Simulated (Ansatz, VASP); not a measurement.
**KI in VASP and in Ansatz**

POSCAR

```
KI
1.0
    0.1176702036      3.6619534435      3.6619534435
    3.6619534435      0.1176702036      3.6619534435
    3.6619534435      3.6619534435      0.1176702036
K I
1 1
Direct
    0.0000000000      0.0000000000      0.0000000000
    0.5000000000      0.5000000000      0.5000000000
```

File INCAR.step1:

```
SYSTEM = KI
PREC = Accurate
ENCUT = 520
ISMEAR = 0
SIGMA = 0.01
LREAL = .FALSE.
LASPH = .TRUE.
NELM = 60
NBANDS = 15
GGA = PE
ALGO = Normal
EDIFF = 1E-4
LWAVE = .TRUE.
LCHARG = .FALSE.
```

Contents of INCAR.step2:

```
SYSTEM = KI
PREC = Accurate
ENCUT = 520
EDIFF = 1E-6
ISMEAR = 0
SIGMA = 0.01
LREAL = .FALSE.
LASPH = .TRUE.
NELM = 60
ALGO = Normal
ISIF = 2
LWAVE = .FALSE.
LCHARG = .FALSE.
METAGGA = R2SCAN
LMIXTAU = .TRUE.
NBANDS = 15
ISTART = 1
```

File KPOINTS:

```
regular mesh
0
G
  6 6 6
  0 0 0
```

Input for Ansatz:

```yaml
crystal:
  lattice:
    - [0.1176702036, 3.6619534435, 3.6619534435]
    - [3.6619534435, 0.1176702036, 3.6619534435]
    - [3.6619534435, 3.6619534435, 0.1176702036]
  atoms:
    - { symbol: K, position: [0.0, 0.0, 0.0] }
    - { symbol: I, position: [0.5, 0.5, 0.5] }
kpoints:
  mp_grid: { grid: [6, 6, 6] }
  band_path:
    path:
      - [0.0, 0.0, 0.0]
      - [0.5, 0.0, 0.5]
      - [0.625, 0.25, 0.625]
      - [0.375, 0.375, 0.75]
      - [0.5, 0.5, 0.5]
      - [0.5, 0.25, 0.75]
    npoints: 1
hamiltonian:
  xc: r2scan
scf:
  occupations: { method: fixed }
  n_extra_bands: 4
output:
  forces: true
  stress: true
  eigenvalues: true
  write_density: true
  write_potential: true
  elf: true
  volumetric_format: npy
```

Change from the starting cell: shear_111 strain +5.0%.

Alike in both runs: task single point; functional r2SCAN; k mesh 6 × 6 × 6; no spin polarisation.

|  | VASP | Ansatz |
| --- | --- | --- |
| version | VASP 6.6.1 | Ansatz 0.2.0 |
| potentials or method | VASP PAW PBE potentials, release 64 (K_sv, I) | plane waves, PAW |
| plane-wave cutoff (eV) | 520 | 500 |
| occupations | gaussian, width 0.01 eV | fixed |
| valence electrons in the cell | 16 | 26 |

|  | VASP | Ansatz | Ansatz less VASP |
| --- | --- | --- | --- |
| gap on the k mesh at the Fermi level (eV) | 4.41 | 4.41 | +0.003 |
| pressure (GPa) | -0.5 | -0.5 | +0.01 |
| traceless stress, the component that is largest in VASP (GPa) | -0.14 | -0.14 | 0.000 |

VASP's potentials were made for PBE, not for r2SCAN. VASP's potentials hold 16 valence electrons a cell and Ansatz's 26, so a difference there can come from the potentials and not from the codes.

Spin-orbit coupling is off throughout.
